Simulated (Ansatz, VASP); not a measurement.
## One calculation of Ca, two programs

```
Ca
1.0
     0.00000    2.68368    2.68368
     2.68368    0.00000    2.68368
     2.68368    2.68368    0.00000
Ca
1
Direct
  0.00000 0.00000 0.00000
```

Alike in both runs: task single point; functional revPBE; k mesh 16 × 16 × 16; occupations fermi-dirac, width 0.1 eV; no spin polarisation.

|  | VASP | Ansatz |
| --- | --- | --- |
| version | VASP 6.6.1 | Ansatz 0.2.0 |
| potentials or method | VASP PAW PBE potentials, release 64 (Ca_sv), cutoff 520 eV | plane waves (420 eV) with PAW, scalar-relativistic |
| valence electrons in the cell | 10 | 10 |

```tsv
	VASP	Ansatz	Ansatz less VASP
pressure (GPa)	2.6	2.6	0.00
```

VASP's potentials were made for PBE, not for revPBE.
